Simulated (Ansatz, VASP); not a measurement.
## One calculation of KBr, two programs

Contents of INCAR:

```
PREC = Accurate
ENCUT = 520
EDIFF = 1E-6
ISMEAR = 0
SIGMA = 0.05
LREAL = F
LASPH = T
NELM = 60
ALGO = Normal
ISIF = 2
LWAVE = F
LCHARG = F
GGA = PE
NBANDS = 15
```

KPOINTS

```
Automatic mesh
0
Gamma
  10 10 10
```

The input POSCAR:

```
KBr
1.0
    0.0000000000      3.3083177323      3.3083177323
    3.3083177323      0.0000000000      3.3083177323
    3.3083177323      3.3083177323      0.0000000000
K Br
1 1
Direct
    0.0000000000      0.0000000000      0.0000000000
    0.5000000000      0.5000000000      0.5000000000
```

Input for Ansatz:

```yaml
crystal:
  lattice:
    - [0.0, 3.3083177323, 3.3083177323]
    - [3.3083177323, 0.0, 3.3083177323]
    - [3.3083177323, 3.3083177323, 0.0]
  atoms:
    - { symbol: K, position: [0.0, 0.0, 0.0] }
    - { symbol: Br, position: [0.5, 0.5, 0.5] }
basis:
  ecutwfc: 420
  ecutrho_ratio: 4
kpoints:
  mp_grid: { grid: [10, 10, 10] }
hamiltonian:
  xc: pbe
scf:
  occupations: { method: gaussian, width: 0.05 }
output:
  forces: true
  stress: true
  eigenvalues: true
```

Alike in both runs: task single point; functional PBE; k mesh 10 × 10 × 10; occupations gaussian, width 0.05 eV; no spin polarisation.

```csv
,VASP,Ansatz
version,VASP 6.6.1,Ansatz 0.2.0
potentials or method,"VASP PAW PBE potentials, release 64 (K_sv, Br), cutoff 520 eV","scalar-relativistic, plane waves, PAW"
valence electrons in the cell,16,16
```

Ansatz gave:

| Item | Value |
| --- | --- |
| gap on the k mesh at the Fermi level (eV) | 4.42 |
| least direct gap on the mesh (eV) | 4.42 |
| pressure (GPa) | 0.6 |

Estimate VASP's values.

gap on the k mesh at the Fermi level (eV): 4.41; least direct gap on the mesh (eV): 4.41; pressure (GPa): 0.6.
